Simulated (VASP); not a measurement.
A run of VASP 6.6.1:

File INCAR:

```
SYSTEM = TiOs3
  PREC = Accurate
  ENCUT = 520
  EDIFF = 1E-7
  ISMEAR = 0
  SIGMA = 0.1
  LREAL = .FALSE.
  LASPH = .TRUE.
  NELM = 60
  ALGO = Normal
  ISIF = 2
  LWAVE = .FALSE.
  LCHARG = .FALSE.
  GGA = PE
  NBANDS = 26
```

KPOINTS

```
regular mesh
0
G
  6 6 6
  0 0 0
```

The input POSCAR:

```
TiOs3
1.0
    0.0000000000      3.0946018696      3.0946018696
    3.0946018696      0.0000000000      3.0946018696
    3.0946018696      3.0946018696      0.0000000000
Ti Os
1 3
Direct
    0.5000000000      0.5000000000      0.5000000000
    0.2500000000      0.2500000000      0.2500000000
    0.7500000000      0.7500000000      0.7500000000
    0.0000000000      0.0000000000      0.0000000000
```

Potentials or basis: VASP PAW PBE potentials, release 64 (Ti_sv, Os).

Launch:

```console
$ cat potpaw_PBE.64/Ti_sv/POTCAR potpaw_PBE.64/Os/POTCAR > POTCAR
$ mpirun -np 1 vasp_std > vasp.out
```

Hardware: 1 thread of Intel(R) Xeon(R) Platinum 8259CL CPU @ 2.50GHz (Skylake/Cascade Lake), with other jobs on the host.

Estimate the wall time of this run.

Wall time 42 s on 1 thread of Intel(R) Xeon(R) Platinum 8259CL CPU @ 2.50GHz (Skylake/Cascade Lake), on a shared host, peak memory 0.21 GiB. Counts: scf iterations 19, k points 16.
